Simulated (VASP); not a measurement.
ZnF2: single point with LDA

ZnF2:

```
Zn F
1.0
     4.70336    0.00000    0.00000
     0.00000    4.70336    0.00000
     0.00000    0.00000    3.12679
Zn F
2 4
Direct
  0.00000 0.00000 0.00000
  0.50000 0.50000 0.50000
  0.30319 0.30319 0.00000
  0.19681 0.80319 0.50000
  0.69681 0.69681 0.00000
  0.80319 0.19681 0.50000
```

```yaml
Program: VASP 6.6.1
Task: single point
Functional: LDA
Potentials_or_basis: VASP PAW LDA potentials, release 64 (Zn, F)
Cutoff: 600 eV
k_mesh: 6 × 6 × 8
Occupations: gaussian, width 0.01 eV
Spin: no spin polarisation
Dipole_correction: no
Further_INCAR_settings: ALGO = Normal; EDIFF = 1e-06; NBANDS = 35
```

```
Pressure               : -4.7 GPa
Largest force          : 0.060 eV/Å
Band gap on the k mesh : 3.33 eV
```

Forces on the atoms (eV/Å):
```
Zn   0.000  0.000  0.000
Zn   0.000  0.000  0.000
F    0.043  0.043  0.000
F   -0.043  0.043  0.000
F   -0.043 -0.043  0.000
F    0.043 -0.043  0.000
```

Stress tensor (GPa, compression positive):
```
-4.58  0.00  0.00
 0.00 -4.58  0.00
 0.00  0.00 -5.08
```

Levels at points of the mesh, in eV from the valence-band top:
| k point | band 24 | band 25 | band 26 | band 27 | band 28 | band 29 |
| --- | --- | --- | --- | --- | --- | --- |
| (0.00, 0.00, 0.00) | -0.33 | -0.33 | 0.00 | 3.33 | 9.19 | 9.37 |
| (0.50, 0.00, 0.00) | -0.64 | -0.42 | -0.42 | 5.95 | 5.95 | 10.29 |
| (0.50, 0.50, 0.00) | -1.23 | -0.35 | -0.35 | 6.90 | 6.90 | 8.94 |
| (0.00, 0.00, 0.50) | -1.33 | -1.26 | -1.26 | 8.11 | 8.11 | 11.66 |
| (0.50, 0.00, 0.50) | -1.31 | -0.05 | -0.05 | 8.63 | 8.63 | 10.09 |
| (0.50, 0.50, 0.50) | -1.25 | -0.81 | -0.81 | 7.92 | 7.92 | 11.19 |

It took 79 s on 1 thread of Intel(R) Xeon(R) Platinum 8488C (Sapphire Rapids), with other jobs on the host, peak memory 0.24 GiB.

Caveat: the cell stands under tension. A k mesh can miss the band edges.
